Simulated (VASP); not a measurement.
Set up this calculation in VASP 6.6.1, as the native input.

* Task: single point
* Functional: r2SCAN
* Potentials or basis: VASP PAW PBE potentials, release 64 (S, Zn, Se)
* Cutoff: 520 eV
* k mesh: 4 × 4 × 4
* Occupations: gaussian, width 0.01 eV
* Spin: no spin polarisation
* Dipole correction: no
* Further INCAR settings: ALGO = Normal; EDIFF = 1e-07; NBANDS = 46

The system is Zn4Se3S.

```xyz
8
Lattice="5.4814 0.0000 0.0000 0.0000 5.4814 0.0000 0.0000 0.0000 5.4814" Properties=species:S:1:pos:R:3 pbc="T T T"
S     0.0000    0.0000    0.0000
Zn    4.1466    4.1466    4.1466
Zn    1.3349    1.3349    4.1466
Zn    1.3349    4.1466    1.3349
Zn    4.1466    1.3349    1.3349
Se    2.7407    2.7407    0.0000
Se    2.7407    0.0000    2.7407
Se    0.0000    2.7407    2.7407
```

One way to write it, as run:

POSCAR

```
Zn4Se3S
1.0
    5.4814435757      0.0000000000      0.0000000000
    0.0000000000      5.4814435757      0.0000000000
    0.0000000000      0.0000000000      5.4814435757
S Zn Se
1 4 3
Direct
    0.0000000000      0.0000000000      0.0000000000
    0.7564764079      0.7564764079      0.7564764079
    0.2435235921      0.2435235921      0.7564764079
    0.2435235921      0.7564764079      0.2435235921
    0.7564764079      0.2435235921      0.2435235921
    0.5000000000      0.5000000000      0.0000000000
    0.5000000000      0.0000000000      0.5000000000
    0.0000000000      0.5000000000      0.5000000000
```

INCAR.step1

```
PREC     = Accurate       # precision mode
ENCUT    = 520            # plane-wave cutoff, eV
ISMEAR   = 0              # smearing method
SIGMA    = 0.01           # smearing width, eV
LREAL    = False          # projectors in reciprocal space
LASPH    = True           # aspherical terms in the spheres
NELM     = 80             # most SCF steps
NBANDS   = 46             # bands
GGA      = PE             # functional
ALGO     = Normal         # electronic algorithm
EDIFF    = 1E-4           # SCF threshold, eV
LWAVE    = True           # write WAVECAR
LCHARG   = False          # write CHGCAR
```

INCAR.step2

```
PREC     = Accurate       # precision mode
ENCUT    = 520            # plane-wave cutoff, eV
EDIFF    = 1E-7           # SCF threshold, eV
ISMEAR   = 0              # smearing method
SIGMA    = 0.01           # smearing width, eV
LREAL    = False          # projectors in reciprocal space
LASPH    = True           # aspherical terms in the spheres
NELM     = 80             # most SCF steps
ALGO     = Normal         # electronic algorithm
ISIF     = 2              # what is computed and relaxed
LWAVE    = False          # write WAVECAR
LCHARG   = True           # write CHGCAR
METAGGA  = R2SCAN         # meta-GGA
LMIXTAU  = True         
LELF     = True           # ELF
LVHAR    = True         
NBANDS   = 46             # bands
ISTART   = 1
```

KPOINTS

```
Automatic mesh
0
Gamma
  4 4 4
```

Potentials or basis: VASP PAW PBE potentials, release 64 (S, Zn, Se).

Launch:

```sh
$ cat potpaw_PBE.64/S/POTCAR potpaw_PBE.64/Zn/POTCAR potpaw_PBE.64/Se/POTCAR > POTCAR
$ cp INCAR.step1 INCAR
$ mpirun -np 1 vasp_std > vasp.out
$ cp INCAR.step2 INCAR
$ mpirun -np 1 vasp_std > vasp.out
```

It gave:

```yaml
Pressure: 5.1 GPa
Largest_force: 0.029 eV/Å
Band_gap_on_the_k_mesh: 2.29 eV
```

Caveat: the cell stands under pressure; the PAW data sets were made with another functional, which shifts forces and pressure a little.

It took 4.6 min on 1 thread of Intel Xeon 8259CL, with other jobs on the host, peak memory 0.32 GiB.
